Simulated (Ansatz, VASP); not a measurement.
## One calculation of TiAl3, two programs

Contents of INCAR:

```
SYSTEM = TiAl3
ALGO     = Fast           ! electronic algorithm
EDIFF    = 1E-7           ! SCF threshold, eV
ENCUT    = 520            ! plane-wave cutoff, eV
GGA      = PS             ! functional
ISIF     = 2              ! what is computed and relaxed
ISMEAR   = 0              ! smearing method
LASPH    = .True.         ! aspherical terms in the spheres
LCHARG   = .False.        ! write CHGCAR
LREAL    = .False.        ! projectors in reciprocal space
LWAVE    = .False.        ! write WAVECAR
NBANDS   = 18             ! bands
NELM     = 100            ! most SCF steps
PREC     = Accurate       ! precision mode
SIGMA    = 0.15           ! smearing width, eV
```

Contents of KPOINTS:

```
k-points
0
Gamma
  18 18 18
  0 0 0
```

POSCAR

```
TiAl3
1.0
   -1.9077740733      1.9077740733      4.2769968076
    1.9077740733     -1.9077740733      4.2769968076
    1.9077740733      1.9077740733     -4.2769968076
Ti Al
1 3
Direct
    0.0000000000      0.0000000000      0.0000000000
    0.5087678345      0.5087678345      0.0000000000
    0.7500000000      0.2500000000      0.5000000000
    0.2500000000      0.7500000000      0.5000000000
```

Input for Ansatz:

```yaml
crystal:
  lattice:
    - [-1.9077740733, 1.9077740733, 4.2769968076]
    - [1.9077740733, -1.9077740733, 4.2769968076]
    - [1.9077740733, 1.9077740733, -4.2769968076]
  atoms:
    - { symbol: Ti, position: [0.0, 0.0, 0.0] }
    - { symbol: Al, position: [0.5087678345, 0.5087678345, 0.0] }
    - { symbol: Al, position: [0.75, 0.25, 0.5] }
    - { symbol: Al, position: [0.25, 0.75, 0.5] }
basis:
  ecutwfc: 420
kpoints:
  mp_grid: { grid: [18, 18, 18] }
hamiltonian:
  xc: pbesol
scf:
  occupations: { method: gaussian, width: 0.15 }
output:
  forces: true
  stress: true
  eigenvalues: true
```

Alike in both runs: task single point; functional PBEsol; k mesh 18 × 18 × 18; occupations gaussian, width 0.15 eV; no spin polarisation.

|  | VASP | Ansatz |
| --- | --- | --- |
| version | VASP 6.6.1 | Ansatz 0.2.0 |
| potentials or method | VASP PAW PBE potentials, release 64 (Ti_sv, Al), cutoff 520 eV | scalar-relativistic, plane waves, PAW |
| valence electrons in the cell | 21 | 21 |

```csv
,VASP,Ansatz,Ansatz less VASP
gap on the k mesh at the Fermi level (eV),none,none,-
pressure (GPa),0.2,0.1,-0.10
"traceless stress, the component that is largest in VASP (GPa)",-0.06,-0.05,+0.017
rms of the force components (eV/Å),0.115,0.114,-0.0006
```

VASP's potentials were made for PBE, not for PBEsol. Atom by atom the forces differ by 0.001 eV/Å (rms over components). A gap of «none» marks a metal or a gap that the smearing closes.
